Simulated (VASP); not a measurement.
# Si16Ge (a cell with a defect) in VASP: single point with LDA

Aim: the single point of Si16Ge (a cell with a defect) with LDA.

All numbers are computed with VASP 6.6.1; they aren't measurements. Logs are shortened: lines on timing, memory, paths and dates and some standing lists are left out, and cuts for length are marked.

## Step 1: The cell of the first run

The cell holds a defect, 17 atoms: a = 7.679 Å, b = 7.679 Å, c = 7.679 Å, α = 60.00°, β = 60.00°, γ = 60.00°.

## Step 2: Single point, LDA

File INCAR:

```
PREC = Accurate ; ENCUT = 520
EDIFF = 1E-7 ; ISMEAR = 0
SIGMA = 0.02 ; LREAL = Auto
LASPH = T ; NELM = 60
ALGO = Normal ; ISIF = 2
LWAVE = F ; LCHARG = F
GGA = CA ; NBANDS = 53
```

File KPOINTS:

```
regular mesh
0
Gamma
  2 2 2
```

File POSCAR:

```
Si16Ge
1.0
    0.0000000000      5.4300000000      5.4300000000
    5.4300000000      0.0000000000      5.4300000000
    5.4300000000      5.4300000000      0.0000000000
Si Ge
16 1
Direct
    0.0002169429      0.0009292818      0.0014779006
    0.1247644567      0.1249957643      0.1255348066
    0.0006938306      0.0004185083      0.4982111418
    0.1196906077      0.1198661142      0.6306303867
    0.0007493554      0.4976686924      0.0009261510
    0.1198842541      0.6299422652      0.1205113260
   -0.0110781768      0.5018383978      0.5027360037
    0.1216524862      0.6281125230      0.6286331492
    0.4974355433      0.0009672192      0.0014366483
    0.6279390424      0.1218675875      0.1223116022
    0.5016625230     -0.0108954880      0.5071643646
    0.6296862799      0.1200476059      0.6304452118
    0.5021099448      0.5067217311     -0.0104342541
    0.6298992634      0.6301226519      0.1203281768
    0.5065539595      0.5022953959      0.5022795580
    0.6248010129      0.6249894107      0.6254601289
    0.3748020258      0.3749930018      0.3754548803
```

Potentials or basis: VASP PAW LDA potentials, release 64 (Si, Ge_d).

The run is started by

```bash
$ cat potpaw_LDA.64/Si/POTCAR potpaw_LDA.64/Ge_d/POTCAR > POTCAR
$ mpirun -np 1 vasp_std > vasp.out
```

OUTCAR:

```text
PREC = Accurate
   ENCUT = 520
   EDIFF = 1E-7
   ISMEAR = 0
   LREAL = Auto
   LASPH = T
   NELM = 60
   ISIF = 2
   GGA = CA

 ion  position               nearest neighbor table
   1  0.000  0.001  0.001-   4 2.33   6 2.33  10 2.33   2 2.34
   2  0.125  0.125  0.126-   1 2.34   9 2.34   5 2.34   3 2.34
   3  0.001  0.000  0.498-   4 2.33  12 2.33   8 2.33   2 2.34
   4  0.120  0.120  0.631-   1 2.33   3 2.33  11 2.40   7 2.40  17 2.77
   5  0.001  0.498  0.001-  14 2.33   6 2.33   8 2.33   2 2.34
   6  0.120  0.630  0.121-   1 2.33   5 2.33   7 2.40  13 2.40  17 2.77
   7  0.989  0.502  0.503-  16 2.28   4 2.40   6 2.40   8 2.41  17 2.42
   8  0.122  0.628  0.629-   5 2.33   3 2.33  15 2.41   7 2.41  17 2.75
   9  0.497  0.001  0.001-  14 2.33  12 2.33  10 2.33   2 2.34
  10  0.628  0.122  0.122-   1 2.33   9 2.33  11 2.41  13 2.41  17 2.75
  11  0.502  0.989  0.507-  16 2.28   4 2.40  12 2.40  10 2.41  17 2.42
  12  0.630  0.120  0.630-   9 2.33   3 2.33  11 2.40  15 2.40  17 2.77
  13  0.502  0.507  0.990-  16 2.28  14 2.40   6 2.40  10 2.41  17 2.42
  14  0.630  0.630  0.120-   9 2.33   5 2.33  15 2.40  13 2.40  17 2.77
  15  0.507  0.502  0.502-  16 2.28  14 2.40  12 2.40   8 2.41  17 2.42
  16  0.625  0.625  0.625-  13 2.28  11 2.28   7 2.28  15 2.28
  17  0.375  0.375  0.375-  15 2.42   7 2.42  11 2.42  13 2.42  10 2.75   8 2.75   6 2.77  12 2.77
                            14 2.77   4 2.77

  LATTYP: Found a face centered cubic cell.
 ALAT       =    10.8600000000

  Lattice vectors:

 A1 = (   0.0000000000,   5.4300000000,   5.4300000000)
 A2 = (   5.4300000000,   0.0000000000,   5.4300000000)
 A3 = (   5.4300000000,   5.4300000000,   0.0000000000)

Analysis of symmetry for initial positions (statically):
=====================================================================
 Subroutine PRICEL returns:
 Original cell was already a primitive cell.

 Routine SETGRP: Setting up the symmetry group for a
 face centered cubic supercell.

 Subroutine GETGRP returns: Found  1 space group operations
 (whereof  1 operations were pure point group operations)
 out of a pool of 48 trial point group operations.

The static configuration has the point symmetry C_1 .

Analysis of symmetry for dynamics (positions and initial velocities):
=====================================================================
 Subroutine PRICEL returns:
 Original cell was already a primitive cell.

 Routine SETGRP: Setting up the symmetry group for a
 face centered cubic supercell.

 Subroutine GETGRP returns: Found  1 space group operations
[... 123 lines left out ...]
   ISYM   =      2    0-nonsym 1-usesym 2-fastsym
   POTIM  = 0.5000    time-step for ionic-motion
   TEBEG  =    0.0;   TEEND  =   0.0 temperature during run
   PSTRESS=    0.0 pullay stress
   NELECT =      78.0000    total number of electrons
   NUPDOWN=      -1.0000    fix difference up-down
   EMIN   =  10.00;   EMAX   =-10.00  energy-range for DOS
   EFERMI =   0.00;   METHOD = LEGACY
   ISMEAR =     0;   SIGMA  =   0.02  broadening in eV -4-tet -1-fermi 0-gaus
   EFERMI_NEDOS =   21; number of points for ismear=-14 and -15
   IALGO  =     38    algorithm
   IMIX   =      4    mixing-type and parameters
     AMIX     =   0.40;   BMIX     =  1.00
     AMIX_MAG =   1.60;   BMIX_MAG =  1.00
  volume/ion in A,a.u.               =      18.84       127.11
  Fermi-wavevector in a.u.,A,eV,Ry     =   1.022421  1.932096 14.222785  1.045345
  Thomas-Fermi vector in A             =   2.156100
   LORBIT       =      0    0 simple, 1 ext, 2 COOP (PROOUT), +10 PAW based schemes
   GGA     = CA    functional components
   LHFCALC =     F    Hartree Fock is set to
   AEXX    =    0.0000 exact exchange contribution
   IVDW    =     0    specifies the selected vdW correction
   LEPSILON=     F    determine dielectric tensor
   LRPA    =     F    only Hartree local field effects (RPA)
 non-spin polarized calculation
 Gauss-broadening in eV      SIGMA  =   0.02
  energy-cutoff  :      520.00
  volume of cell :      320.21
 maximum number of plane-waves:      8646
 NGX is ok and might be reduce to    60
   NGX = 29   NGY = 29   NGZ = 29

 number of electron      77.9999997 magnetization

 Free energy of the ion-electron system (eV)
  ---------------------------------------------------
  ext. energy  EPLUGINS =         0.00000000
  ---------------------------------------------------
  free energy    TOTEN  =       -96.51157187 eV

  energy without entropy =      -96.51105302  energy(sigma->0) =      -96.51131245

 E-fermi :   6.7991     XC(G=0):  -9.9327

 val. band max:        6.7730590380   @ k =   0.0000   0.0000   0.0000
 cond. band min:       6.8251683946   @ k =   0.0000   0.0000   0.0000
 fundamental gap:      0.0521093567
 Fermi energy:         6.7991000497

 k-point     1 :       0.0000    0.0000    0.0000
  band No.  band energies     occupation
      1     -18.4718      2.00000
      2     -18.4718      2.00000
      3     -18.4715      2.00000
      4     -18.4590      2.00000
      5     -18.4565      2.00000
      6      -6.6091      2.00000
[... 421 lines left out ...]
     50      10.1906      0.00000
     51      10.2155      0.00000
 [bands above 51 left out]

------------------------ aborting loop because EDIFF is reached ----------------------------------------

  FORCE on cell =-STRESS in cart. coord.  units (eV):
  Direction    XX          YY          ZZ          XY          YZ          ZX
  --------------------------------------------------------------------------------------
  -------------------------------------------------------------------------------------
  Total        5.2141458      6.0311143      6.1194918      0.0019945     -0.0043393     -0.0018726
  in kB       26.0894109     30.1771801     30.6193842      0.0099797     -0.0217123     -0.0093699
  external PRESSURE =      28.9619918 kB  Pullay stress =       0.0000000 kB

 VOLUME and BASIS-vectors are now :
 -----------------------------------------------------------------------------
  energy-cutoff  :      520.00
  volume of cell :      320.21
      direct lattice vectors                 reciprocal lattice vectors
     0.000000000  5.430000000  5.430000000    -0.092081031  0.092081031  0.092081031
     5.430000000  0.000000000  5.430000000     0.092081031 -0.092081031  0.092081031
     5.430000000  5.430000000  0.000000000     0.092081031  0.092081031 -0.092081031

 POSITION                                       TOTAL-FORCE (eV/Angst)
 -----------------------------------------------------------------------------------
      0.01307      0.00920      0.00622        -0.000768     -0.000905     -0.001578
      1.36038      1.35912      1.35620        -0.001870     -0.001160      0.000812
      2.70756      2.70905      0.00604         0.000090      0.001201     -0.002430
      4.07520      4.07424      1.30079         0.000280     -0.000473     -0.001675
      2.70737      0.00910      2.70641        -0.000343     -0.001348      0.002379
      4.07496      1.30535      4.07156         0.000923     -0.000536     -0.000976
[... 9 lines left out ...]
      6.78994      6.78892      6.78636        -0.003238     -0.001801      0.001402
      4.07493      4.07390      4.07139         0.001304      0.000554     -0.000575
 -----------------------------------------------------------------------------------
    total drift:                               -0.004446     -0.001115      0.002352

  FREE ENERGIE OF THE ION-ELECTRON SYSTEM (eV)
  ---------------------------------------------------
  free  energy   TOTEN  =       -96.5115718683 eV

  energy  without entropy=      -96.5110530235  energy(sigma->0) =      -96.51131245
```

Wall time 6.6 min (1 thread of Intel Xeon 8259CL, shared host); peak memory 0.4 GiB.

Results:

| Item | Value |
| --- | --- |
| Free energy | -96.5116 eV |
| Pressure | 2.9 GPa |
| Largest force | 0.009 eV/Å |
| Band gap on the k mesh | zero (bands 39 and 40 overlap by 0.32 eV) |

Forces in eV/Å, atoms in the order of the input:
```
Si  -0.001 -0.001 -0.002
Si  -0.002 -0.001  0.001
Si   0.000  0.001 -0.002
Si   0.000  0.000 -0.002
Si   0.000 -0.001  0.002
Si   0.001 -0.001 -0.001
Si   0.008 -0.003 -0.002
Si  -0.001 -0.001  0.001
Si  -0.001  0.000  0.002
Si  -0.001  0.000  0.000
Si  -0.004  0.006 -0.003
Si   0.000  0.001  0.001
Si  -0.006 -0.005  0.002
Si   0.001  0.001  0.002
Si   0.008  0.004  0.001
Si  -0.003 -0.002  0.001
Ge   0.001  0.001 -0.001
```

Caveat: the k points lie up to 0.50 Å⁻¹ apart.
